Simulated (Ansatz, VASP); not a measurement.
**Two plane-wave programs on Sc2TaF3**

```
Sc Ta F
1.0
     2.26106   -5.01977    0.00000
     2.26106    5.01977    0.00000
     0.00000    0.00000    3.53415
Sc Ta F
2 1 3
Direct
  0.65626 0.34374 0.50000
  0.34374 0.65626 0.50000
  0.00000 0.00000 0.00000
  0.14783 0.85217 0.50000
  0.85217 0.14783 0.50000
  0.50000 0.50000 0.00000
```

Change from the starting cell: species swapped into the Li2BiO3 type (Cmmm, No. 65).

Alike in both runs: task single point; functional PBE; k mesh 4 × 4 × 6; occupations gaussian, width 0.1 eV; no spin polarisation.

```csv
,VASP,Ansatz
version,VASP 6.6.1,Ansatz 0.2.0
potentials or method,"VASP PAW PBE potentials, release 64 (Sc_sv, Ta_pv, F), cutoff 520 eV","scalar-relativistic, plane waves, PAW"
valence electrons in the cell,54,56
```

VASP gave:

* gap on the k mesh at the Fermi level (eV): none
* pressure (GPa): 15.0
* traceless stress, the component that is largest in VASP (GPa): -10.22
* rms of the force components (eV/Å): 0.778

Which values does Ansatz return?

gap on the k mesh at the Fermi level (eV): none; pressure (GPa): 14.6; traceless stress, the component that is largest in VASP (GPa): -9.84; rms of the force components (eV/Å): 0.739.

Atom by atom the forces differ by 0.044 eV/Å (rms over components). A gap of «none» marks a metal or a gap that the smearing closes. The functional is the same, so the differences come from potentials, cutoffs and numerics. VASP's potentials hold 54 valence electrons a cell and Ansatz's 56, so a difference there can come from the potentials and not from the codes.

The k mesh is coarse, so the values compare programs but aren't converged. Spin-orbit coupling is off throughout.
